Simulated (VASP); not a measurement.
# Ge in VASP: further runs

Ge is run at these levels: PBE; tasks: single point, relaxation of cell and atoms.

Everything below comes from runs of VASP 6.6.1. Logs are shortened: lines on timing, memory, paths and dates and some standing lists are left out, and cuts for length are marked.

## (1) The cell of the first run

It takes space group Cmmm (No. 65, orthorhombic). The conventional cell has a = 3.872 Å, b = 3.885 Å, c = 2.656 Å, α = 90.00°, β = 90.00°, γ = 90.00°. Ge (site symmetry mmm) has 6 Ge at 2.65 to 2.74 Å within 3.5 Å.

The cell was built from a structure type or drawn by symmetry, and may not be a known phase.

## (2) Single point, PBE

File INCAR:

```
PREC = Accurate
ENCUT = 520
EDIFF = 1E-6
ISMEAR = 0
SIGMA = 0.1
LREAL = F
LASPH = T
NELM = 80
ALGO = Normal
ISIF = 2
LWAVE = F
LCHARG = F
GGA = PE
NBANDS = 21
```

File KPOINTS:

```
regular mesh
0
Gamma
  6 6 4
```

File POSCAR:

```
Ge
1.0
    1.9358595489     -1.9427224637      0.0000000000
    1.9358595489      1.9427224637      0.0000000000
    0.0000000000      0.0000000000      5.3117065405
Ge
2
Direct
    0.0000000000      0.0000000000      0.7496394752
    0.0000000000      0.0000000000      0.2503605248
```

Potentials or basis: VASP PAW PBE potentials, release 64 (Ge_d).

On the command line:

```bash
$ cat potpaw_PBE.64/Ge_d/POTCAR > POTCAR
$ mpirun -np 1 vasp_std > vasp.out
```

OUTCAR:

```text
PREC = Accurate
   ENCUT = 520
   EDIFF = 1E-6
   ISMEAR = 0
   LREAL = F
   LASPH = T
   NELM = 80
   ISIF = 2
   GGA = PE

 ion  position               nearest neighbor table
   1  0.000  0.000  0.750-   2 2.65   2 2.66
   2  0.000  0.000  0.250-   1 2.65   1 2.66

  LATTYP: Found a base centered orthorhombic cell.
 ALAT       =     3.8717190978
 B/A-ratio  =     1.0035451512
 C/A-ratio  =     1.3719245654

  Lattice vectors:

 A1 = (   1.9358595489,  -1.9427224637,   0.0000000000)
 A2 = (   1.9358595489,   1.9427224637,   0.0000000000)
 A3 = (   0.0000000000,   0.0000000000,   5.3117065405)

Analysis of symmetry for initial positions (statically):
=====================================================================
 Subroutine PRICEL returns:
 Original cell was already a primitive cell.

 Routine SETGRP: Setting up the symmetry group for a
 base centered orthorhombic supercell.

 Subroutine GETGRP returns: Found  8 space group operations
 (whereof  8 operations were pure point group operations)
 out of a pool of  8 trial point group operations.

The static configuration has the point symmetry D_2h.

Analysis of symmetry for dynamics (positions and initial velocities):
=====================================================================
 Subroutine PRICEL returns:
 Original cell was already a primitive cell.

 Routine SETGRP: Setting up the symmetry group for a
 base centered orthorhombic supercell.

 Subroutine GETGRP returns: Found  8 space group operations
 (whereof  8 operations were pure point group operations)
 out of a pool of  8 trial point group operations.

The dynamic configuration has the point symmetry D_2h.

 Subroutine INISYM returns: Found  8 space group operations
 (whereof  8 operations are pure point group operations),
 and found     1 'primitive' translations

----------------------------------------------------------------------------------------

                                     Primitive cell

  volume of cell :      39.9529

  direct lattice vectors                    reciprocal lattice vectors
     1.935859549 -1.942722464  0.000000000     0.258283200 -0.257370782  0.000000000
     1.935859549  1.942722464  0.000000000     0.258283200  0.257370782  0.000000000
     0.000000000  0.000000000  5.311706541     0.000000000  0.000000000  0.188263413

  length of vectors
     2.742575936  2.742575936  5.311706541     0.364622999  0.364622999  0.188263413

  position of ions in fractional coordinates (direct lattice)
     0.000000000  0.000000000  0.749639475
     0.000000000  0.000000000  0.250360525

  ion indices of the primitive-cell ions
   primitive index   ion index
                 1           1
                 2           2

----------------------------------------------------------------------------------------

 KPOINTS: regular mesh

Automatic generation of k-mesh.
 Grid dimensions read from file:
 generate k-points for:    6    6    4

 Generating k-lattice:

  Cartesian coordinates                     Fractional coordinates (reciprocal lattice)
     0.043047200 -0.042895130  0.000000000     0.166666667  0.000000000  0.000000000
     0.043047200  0.042895130  0.000000000     0.000000000  0.166666667  0.000000000
     0.000000000  0.000000000  0.047065853     0.000000000  0.000000000  0.250000000

  Length of vectors
     0.060770500  0.060770500  0.047065853

  Shift w.r.t. Gamma in fractional coordinates (k-lattice)
     0.000000000  0.000000000  0.000000000

 Subroutine IBZKPT returns following result:
 ===========================================

 Found     39 irreducible k-points:

 Following reciprocal coordinates:
            Coordinates               Weight
  0.000000  0.000000  0.000000      1.000000
  0.166667  0.000000  0.000000      4.000000
  0.333333  0.000000  0.000000      4.000000
  0.500000 -0.000000  0.000000      2.000000
  0.166667  0.166667  0.000000      2.000000
  0.333333  0.166667  0.000000      4.000000
[... 16 lines left out ...]
  0.333333  0.333333  0.250000      4.000000
  0.500000  0.333333  0.250000      8.000000
 [... further k-points ...]
   k-points           NKPTS =     39   k-points in BZ     NKDIM =     39   number of bands    NBANDS=     21
   number of dos      NEDOS =    301   number of ions     NIONS =      2
   total plane-waves  NPLWV =  16000
   dimension x,y,z NGX =    20 NGY =   20 NGZ =   40
   dimension x,y,z NGXF=    40 NGYF=   40 NGZF=   80
   ions per type =               2
   NGX,Y,Z   is equivalent  to a cutoff of  12.12, 12.12, 12.52 a.u.
   NGXF,Y,Z  is equivalent  to a cutoff of  24.25, 24.25, 25.04 a.u.
 SYSTEM =  unknown system
   PREC   = accura    normal or accurate (medium, high low for compatibility)
   ISTART =      0    job   : 0-new  1-cont  2-samecut
   ICHARG =      2    charge: 1-file 2-atom 10-const
   ISPIN  =      1    spin polarized calculation?
   LNONCOLLINEAR =      F non collinear calculations
   LSORBIT =      F    spin-orbit coupling
   LASPH  =      T    aspherical Exc in radial PAW
   ENCUT  =  520.0 eV  38.22 Ry    6.18 a.u.   5.10  5.10  9.88*2*pi/ulx,y,z
   NELM   =     80;   NELMIN=  2; NELMDL= -5     # of ELM steps
   EDIFF  = 0.1E-05   stopping-criterion for ELM
   LREAL  =      F    real-space projection
   EDIFFG = 0.1E-04   stopping-criterion for IOM
   NSW    =      0    number of steps for IOM
   IBRION =     -1    ionic relax: 0-MD 1-quasi-New 2-CG
   NFREE  =      0    steps in history (QN), initial steepest desc. (CG)
   ISIF   =      2    stress and relaxation
   ISYM   =      2    0-nonsym 1-usesym 2-fastsym
   POTIM  = 0.5000    time-step for ionic-motion
   TEBEG  =    0.0;   TEEND  =   0.0 temperature during run
   PSTRESS=    0.0 pullay stress
   NELECT =      28.0000    total number of electrons
   NUPDOWN=      -1.0000    fix difference up-down
   EMIN   =  10.00;   EMAX   =-10.00  energy-range for DOS
   EFERMI =   0.00;   METHOD = LEGACY
   ISMEAR =     0;   SIGMA  =   0.10  broadening in eV -4-tet -1-fermi 0-gaus
   EFERMI_NEDOS =   21; number of points for ismear=-14 and -15
   IALGO  =     38    algorithm
   IMIX   =      4    mixing-type and parameters
     AMIX     =   0.40;   BMIX     =  1.00
     AMIX_MAG =   1.60;   BMIX_MAG =  1.00
  volume/ion in A,a.u.               =      19.98       134.81
  Fermi-wavevector in a.u.,A,eV,Ry     =   1.454157  2.747958 28.770505  2.114572
  Thomas-Fermi vector in A             =   2.571340
   LORBIT       =      0    0 simple, 1 ext, 2 COOP (PROOUT), +10 PAW based schemes
   GGA     = PE    functional components
   LHFCALC =     F    Hartree Fock is set to
   AEXX    =    0.0000 exact exchange contribution
   IVDW    =     0    specifies the selected vdW correction
   LEPSILON=     F    determine dielectric tensor
   LRPA    =     F    only Hartree local field effects (RPA)
 non-spin polarized calculation
 Gauss-broadening in eV      SIGMA  =   0.10
  energy-cutoff  :      520.00
  volume of cell :       39.95
 maximum number of plane-waves:      1089
   NGX = 11   NGY = 11   NGZ = 19

 number of electron      27.9999999 magnetization

 Free energy of the ion-electron system (eV)
  ---------------------------------------------------
  ext. energy  EPLUGINS =         0.00000000
  ---------------------------------------------------
  free energy    TOTEN  =        -8.51973047 eV

  energy without entropy =       -8.51347196  energy(sigma->0) =       -8.51660122

 E-fermi :   5.8286     XC(G=0): -10.8950

 val. band max:        5.8160297200   @ k =   0.5000   0.1667   0.2500
 cond. band min:       5.8826058688   @ k =   0.5000   0.5000   0.0000
 fundamental gap:      0.0665761489
 Fermi energy:         5.8285574938

 k-point     1 :       0.0000    0.0000    0.0000
  band No.  band energies     occupation
      1     -18.8015      2.00000
      2     -18.7781      2.00000
      3     -18.7622      2.00000
      4     -18.6194      2.00000
      5     -18.6190      2.00000
      6     -18.5746      2.00000
[... 13 lines left out ...]
     20      16.0441      0.00000
     21      18.4671      0.00000

 k-point     2 :       0.1667    0.0000    0.0000
  band No.  band energies     occupation
      1     -18.7948      2.00000
      2     -18.7388      2.00000
      3     -18.7322      2.00000
      4     -18.6406      2.00000
      5     -18.6175      2.00000
      6     -18.5716      2.00000
[... 13 lines left out ...]
     20      16.3325      0.00000
     21      18.2721      0.00000

 k-point     3 :       0.3333    0.0000    0.0000
  band No.  band energies     occupation
      1     -18.7877      2.00000
      2     -18.6886      2.00000
      3     -18.6828      2.00000
      4     -18.6542      2.00000
      5     -18.6139      2.00000
      6     -18.6003      2.00000
[... 13 lines left out ...]
     20      17.6815      0.00000
     21      19.7446      0.00000

 k-point     4 :       0.5000   -0.0000    0.0000
  band No.  band energies     occupation
      1     -18.7846      2.00000
      2     -18.7036      2.00000
      3     -18.6742      2.00000
      4     -18.6148      2.00000
      5     -18.6122      2.00000
      6     -18.6116      2.00000
[... 13 lines left out ...]
     20      19.0210      0.00000
     21      21.0512      0.00000

 k-point     5 :       0.1667    0.1667    0.0000
  band No.  band energies     occupation
      1     -18.7770      2.00000
      2     -18.7098      2.00000
      3     -18.6960      2.00000
      4     -18.6400      2.00000
      5     -18.6369      2.00000
      6     -18.5876      2.00000
[... 13 lines left out ...]
     20      16.8223      0.00000
     21      18.3010      0.00000
[... 382 lines left out ...]
     20      18.0641      0.00000
     21      19.2770      0.00000

 k-point    22 :      -0.1667    0.1667    0.2500
  band No.  band energies     occupation
      1     -18.7425      2.00000
      2     -18.7078      2.00000
      3     -18.6981      2.00000
      4     -18.6274      2.00000
      5     -18.6249      2.00000
      6     -18.5865      2.00000
[... 13 lines left out ...]
     20      18.2449      0.00000
     21      21.4455      0.00000

 k-point    23 :       0.3333    0.3333    0.2500
  band No.  band energies     occupation
      1     -18.6951      2.00000
      2     -18.6618      2.00000
      3     -18.6593      2.00000
      4     -18.6556      2.00000
      5     -18.6462      2.00000
      6     -18.5931      2.00000
[... 13 lines left out ...]
     20      14.3876      0.00000
     21      15.0704      0.00000

 k-point    24 :       0.5000    0.3333    0.2500
  band No.  band energies     occupation
      1     -18.6856      2.00000
      2     -18.6794      2.00000
      3     -18.6744      2.00000
      4     -18.6640      2.00000
      5     -18.6578      2.00000
      6     -18.6069      2.00000
[... 13 lines left out ...]
     20      13.9644      0.00000
     21      14.9883      0.00000

 [... further k-points ...]

------------------------ aborting loop because EDIFF is reached ----------------------------------------

  FORCE on cell =-STRESS in cart. coord.  units (eV):
  Direction    XX          YY          ZZ          XY          YZ          ZX
  --------------------------------------------------------------------------------------
  -------------------------------------------------------------------------------------
  Total        0.0739214     -0.0292384     -0.1260607     -0.0000000      0.0000000      0.0000000
  in kB        2.9643698     -1.1725053     -5.0552401     -0.0000000      0.0000000      0.0000000
  external PRESSURE =      -1.0877919 kB  Pullay stress =       0.0000000 kB

 VOLUME and BASIS-vectors are now :
 -----------------------------------------------------------------------------
  energy-cutoff  :      520.00
  volume of cell :       39.95
      direct lattice vectors                 reciprocal lattice vectors
     1.935859549 -1.942722464  0.000000000     0.258283200 -0.257370782  0.000000000
     1.935859549  1.942722464  0.000000000     0.258283200  0.257370782  0.000000000
     0.000000000  0.000000000  5.311706541     0.000000000  0.000000000  0.188263413

 POSITION                                       TOTAL-FORCE (eV/Angst)
 -----------------------------------------------------------------------------------
      0.00000      0.00000      3.98186        -0.000000      0.000000      0.020895
      0.00000      0.00000      1.32984         0.000000      0.000000     -0.020895
 -----------------------------------------------------------------------------------
    total drift:                                0.000000      0.000000     -0.000000

  FREE ENERGIE OF THE ION-ELECTRON SYSTEM (eV)
  ---------------------------------------------------
  free  energy   TOTEN  =        -8.5197304710 eV

  energy  without entropy=       -8.5134719647  energy(sigma->0) =       -8.51660122
```

It took 12 s on 1 thread of Intel Xeon Platinum 8375C at 2.90GHz (Ice Lake), shared host; peak memory 0.15 GiB.

Results:

```yaml
Free_energy: -8.5197 eV
Pressure: -0.1 GPa
Largest_force: 0.021 eV/Å
Band_gap_on_the_k_mesh: zero (bands 14 and 15 overlap by 8.38 eV)
```

Forces on the atoms (eV/Å):
```
Ge   0.000  0.000  0.021
Ge   0.000  0.000 -0.021
```

Stress tensor (GPa, compression positive):
```
 0.30  0.00  0.00
 0.00 -0.12  0.00
 0.00  0.00 -0.51
```

Caveat: the k points lie up to 0.38 Å⁻¹ apart, too coarse for converged energies and pressures of a metal.

(Continued in part 2 of 2.)
